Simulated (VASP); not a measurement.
# WS2 (P6_3/mmc) in VASP: vibrations by perturbation theory with PBE

Aim: the vibrations by perturbation theory of WS2 with PBE.

Everything below comes from runs of VASP 6.6.1. Logs are shortened: lines on timing, memory, paths and dates and some standing lists are left out, and cuts for length are marked.

## (1) The cell of the first run

It takes space group P6_3/mmc (No. 194, hexagonal). The conventional cell has a = 3.188 Å, b = 3.188 Å, c = 14.775 Å, α = 90.00°, β = 90.00°, γ = 120.00°. W (site symmetry -6m2) has 6 S at 2.42 Å and 6 W at 3.19 Å within 3.2 Å. Within 3.2 Å of S (site symmetry 3m) lie 3 W at 2.42 Å and 7 S at 3.14 to 3.19 Å.

## (2) Vibrations by perturbation theory, PBE

The input, INCAR:

```
SYSTEM = WS2
  PREC = Accurate
  ENCUT = 520
  EDIFF = 1E-8
  ISMEAR = 0
  SIGMA = 0.05
  LREAL = .FALSE.
  LASPH = .TRUE.
  NELM = 60
  ALGO = Normal
  ISIF = 2
  LWAVE = .FALSE.
  LCHARG = .TRUE.
  GGA = PE
  NBANDS = 35
  IBRION = 8
  NSW = 1
  LUSENCCL = .FALSE.
```

The input, KPOINTS:

```
regular mesh
0
G
  12 12 2
  0 0 0
```

The input, POSCAR:

```
WS2
1.0
    3.1877810946      0.0000000000      0.0000000000
   -1.5938905473      2.7606994096      0.0000000000
    0.0000000000      0.0000000000     14.7749679767
W S
2 4
Direct
    0.3333333333      0.6666666667      0.2500000000
    0.6666666667      0.3333333333      0.7500000000
    0.3333333333      0.6666666667      0.6436696682
    0.6666666667      0.3333333333      0.1436696682
    0.3333333333      0.6666666667      0.8563303318
    0.6666666667      0.3333333333      0.3563303318
```

Potentials or basis: VASP PAW PBE potentials, release 64 (W_sv, S).

On the command line:

```console
$ cat potpaw_PBE.64/W_sv/POTCAR potpaw_PBE.64/S/POTCAR > POTCAR
$ mpirun -np 1 vasp_std > vasp.out
```

OUTCAR:

```text
SYSTEM = WS2
   PREC = Accurate
   ENCUT = 520
   EDIFF = 1E-8
   ISMEAR = 0
   LREAL = .FALSE.
   LASPH = .TRUE.
   NELM = 60
   ISIF = 2
   GGA = PE
   IBRION = 8
   NSW = 1

 ion  position               nearest neighbor table
   1  0.333  0.667  0.250-   4 2.42   6 2.42   4 2.42   6 2.42   4 2.42   6 2.42
   2  0.667  0.333  0.750-   3 2.42   5 2.42   3 2.42   5 2.42   3 2.42   5 2.42
   3  0.333  0.667  0.644-   2 2.42   2 2.42   2 2.42
   4  0.667  0.333  0.144-   1 2.42   1 2.42   1 2.42
   5  0.333  0.667  0.856-   2 2.42   2 2.42   2 2.42
   6  0.667  0.333  0.356-   1 2.42   1 2.42   1 2.42

  LATTYP: Found a hexagonal cell.
 ALAT       =     3.1877810946
 C/A-ratio  =     4.6348753375

  Lattice vectors:

 A1 = (   3.1877810946,   0.0000000000,   0.0000000000)
 A2 = (  -1.5938905473,   2.7606994096,   0.0000000000)
 A3 = (   0.0000000000,   0.0000000000,  14.7749679767)

Analysis of symmetry for initial positions (statically):
=====================================================================
 Subroutine PRICEL returns:
 Original cell was already a primitive cell.

 Routine SETGRP: Setting up the symmetry group for a
 hexagonal supercell.
[... 1165 lines left out ...]
  x     0.00000     0.00000     0.00000     3.14308     0.00000   -14.26979
  y     3.14308    -3.14308     0.00000     0.00000   -15.54307     0.00000
  z   -10.92993   -10.92993   -30.56876     0.00000     0.00000    -0.00000

 SECOND DERIVATIVES (NOT SYMMETRIZED)
 ------------------------------------
               1X          1Y          1Z          2X          2Y          2Z          3X          3Y          3Z          4X          4Y          4Z          5X          5Y          5Z          6X          6Y          6Z
  1X   -20.688464    0.000000    0.000000    0.027736    0.000000    0.000000   -0.009290   -0.000000    0.000000   10.339654    0.000000    0.000000   -0.009290   -0.000000    0.000000   10.339654    0.000000    0.000000
  1Y     0.000000  -20.688464    0.000000    0.000000    0.027736    0.000000   -0.000000   -0.009290    0.000000    0.000000   10.339654    0.000000   -0.000000   -0.009290   -0.000000    0.000000   10.339654   -0.000000
  1Z     0.000000    0.000000  -31.666983    0.000000    0.000000    0.010778    0.000000   -0.000000   -0.003290    0.000000   -0.000000   15.831393    0.000000    0.000000   -0.003290    0.000000    0.000000   15.831393
  2X     0.027736    0.000000    0.000000  -20.688464    0.000000    0.000000   10.339654    0.000000    0.000000   -0.009290   -0.000000    0.000000   10.339654    0.000000    0.000000   -0.009290   -0.000000    0.000000
  2Y     0.000000    0.027736    0.000000    0.000000  -20.688464    0.000000    0.000000   10.339654   -0.000000   -0.000000   -0.009290   -0.000000    0.000000   10.339654    0.000000   -0.000000   -0.009290    0.000000
  2Z     0.000000    0.000000    0.010778    0.000000    0.000000  -31.666983    0.000000    0.000000   15.831393    0.000000    0.000000   -0.003290    0.000000   -0.000000   15.831393    0.000000   -0.000000   -0.003290
  3X    -0.009722    0.000000    0.000000   10.337673    0.000000    0.000000  -10.019653    0.000000    0.000000    0.006634    0.000000    0.000000   -0.324127    0.000000    0.000000    0.009195    0.000000    0.000000
  3Y    -0.000000   -0.009722   -0.000000    0.000000   10.337673    0.000000    0.000000  -10.019653    0.000000    0.000000    0.006634    0.000000    0.000000   -0.324127    0.000000    0.000000    0.009195    0.000000
  3Z     0.000000   -0.000000    0.002303    0.000000    0.000000   15.819055    0.000000    0.000000  -17.738287    0.000000    0.000000    0.080558    0.000000   -0.000000    1.900625    0.000000   -0.000000   -0.064255
  4X    10.337673    0.000000   -0.000000   -0.009722   -0.000000    0.000000    0.006634    0.000000    0.000000  -10.019653    0.000000    0.000000    0.009195    0.000000    0.000000   -0.324127    0.000000    0.000000
  4Y     0.000000   10.337673    0.000000    0.000000   -0.009722    0.000000    0.000000    0.006634    0.000000    0.000000  -10.019653   -0.000000    0.000000    0.009195   -0.000000    0.000000   -0.324127    0.000000
  4Z     0.000000    0.000000   15.819055    0.000000    0.000000    0.002303    0.000000    0.000000    0.080558    0.000000   -0.000000  -17.738287    0.000000   -0.000000   -0.064255    0.000000    0.000000    1.900625
  5X    -0.009722   -0.000000    0.000000   10.337673    0.000000   -0.000000   -0.324127    0.000000    0.000000    0.009195    0.000000    0.000000  -10.019653    0.000000    0.000000    0.006634    0.000000    0.000000
  5Y     0.000000   -0.009722    0.000000    0.000000   10.337673    0.000000    0.000000   -0.324127    0.000000    0.000000    0.009195   -0.000000    0.000000  -10.019653   -0.000000    0.000000    0.006634    0.000000
  5Z     0.000000    0.000000    0.002303    0.000000    0.000000   15.819055    0.000000    0.000000    1.900625    0.000000   -0.000000   -0.064255    0.000000   -0.000000  -17.738287    0.000000    0.000000    0.080558
  6X    10.337673    0.000000    0.000000   -0.009722    0.000000    0.000000    0.009195    0.000000    0.000000   -0.324127    0.000000    0.000000    0.006634    0.000000    0.000000  -10.019653    0.000000    0.000000
  6Y     0.000000   10.337673    0.000000   -0.000000   -0.009722   -0.000000    0.000000    0.009195    0.000000    0.000000   -0.324127    0.000000    0.000000    0.006634    0.000000    0.000000  -10.019653    0.000000
  6Z     0.000000    0.000000   15.819055    0.000000   -0.000000    0.002303    0.000000   -0.000000   -0.064255    0.000000   -0.000000    1.900625    0.000000    0.000000    0.080558    0.000000    0.000000  -17.738287

 Eigenvectors and eigenvalues of the dynamical matrix
 ----------------------------------------------------

   1 f  =   12.761842 THz    80.185015 2PiTHz  425.689211 cm-1    52.778712 meV
             X         Y         Z           dx          dy          dz
     -0.000000  1.840466  3.693742     0.000000   -0.000000   -0.359299
      1.593891  0.920233 11.081226     0.000000   -0.000000    0.359299
     -0.000000  1.840466  9.510199    -0.000000    0.000000   -0.430642
      1.593891  0.920233  2.122715     0.000000    0.000000    0.430642
     -0.000000  1.840466 12.652253    -0.000000    0.000000   -0.430642
      1.593891  0.920233  5.264769    -0.000000    0.000000    0.430642
[... 145 lines left out ...]
  18 f/i=    0.001190 THz     0.007478 2PiTHz    0.039701 cm-1     0.004922 meV
             X         Y         Z           dx          dy          dz
     -0.000000  1.840466  3.693742     0.000000   -0.000000    0.608811
      1.593891  0.920233 11.081226     0.000000   -0.000000    0.608811
     -0.000000  1.840466  9.510199     0.000000   -0.000000    0.254311
      1.593891  0.920233  2.122715     0.000000   -0.000000    0.254311
     -0.000000  1.840466 12.652253     0.000000   -0.000000    0.254311
      1.593891  0.920233  5.264769     0.000000   -0.000000    0.254311

--------------------------------------------------------------------------------------------------------

 ELASTIC MODULI CONTR FROM IONIC RELAXATION (kBar)
 Direction    XX          YY          ZZ          XY          YZ          ZX
 --------------------------------------------------------------------------------
 XX        -498.7765   -105.3083   -844.7503      0.0000     -0.0000      0.0000
 YY        -105.3083   -498.7765   -844.7503     -0.0000      0.0000     -0.0000
 ZZ        -844.7503   -844.7503  -2362.5927     -0.0000     -0.0000     -0.0000
 XY           0.0000     -0.0000     -0.0000   -196.7341      0.0000      0.0000
 YZ          -0.0000      0.0000     -0.0000      0.0000  -1227.7890      0.0000
 ZX           0.0000     -0.0000     -0.0000     -0.0000      0.0000  -1034.8697
 --------------------------------------------------------------------------------
```

OSZICAR:

```text
N       E                     dE             d eps       ncg     rms          rms(c)
DAV:   1     0.505389777217E+03    0.50539E+03   -0.28358E+04  2948   0.144E+03
DAV:   2    -0.182214516682E+02   -0.52361E+03   -0.50572E+03  3169   0.390E+02
DAV:   3    -0.493469237615E+02   -0.31125E+02   -0.30654E+02  3362   0.917E+01
[... 102 lines left out ...]
RMM:  20    -0.150862436369E+00   -0.11959E-07   -0.10930E-05  3619   0.515E-05    0.163E-07
RMM:  21    -0.150862429488E+00    0.68811E-08   -0.10842E-05  3584   0.515E-05    0.226E-07
RMM:  22    -0.150862433660E+00   -0.41728E-08   -0.10728E-05  3529   0.515E-05    0.110E-07
RMM:  23    -0.150862429318E+00    0.43427E-08   -0.10729E-05  3524   0.515E-05    0.374E-07
RMM:  24    -0.150862433855E+00   -0.45375E-08   -0.10621E-05  3515   0.515E-05    0.823E-08
 Linear response finished
```

Wall time 28 min (1 × NVIDIA H100 80GB with 1 thread of Intel Xeon Platinum 8481C at 2.70GHz (Sapphire Rapids), shared host); peak memory 2.2 GiB.

What came out:

```
Highest phonon frequency at Γ, LO-TO splitting left out : 426 cm⁻¹
```

Phonon frequencies in cm⁻¹ (negative: imaginary):
```tsv
q point	frequencies
(0.000, 0.000, 0.000)	0 0 0 7 7 10 287 287 287 287 344 344 344 344 407 410 425 426
```

Caveat: spin-orbit coupling is left out, which moves the levels of the heavy elements.
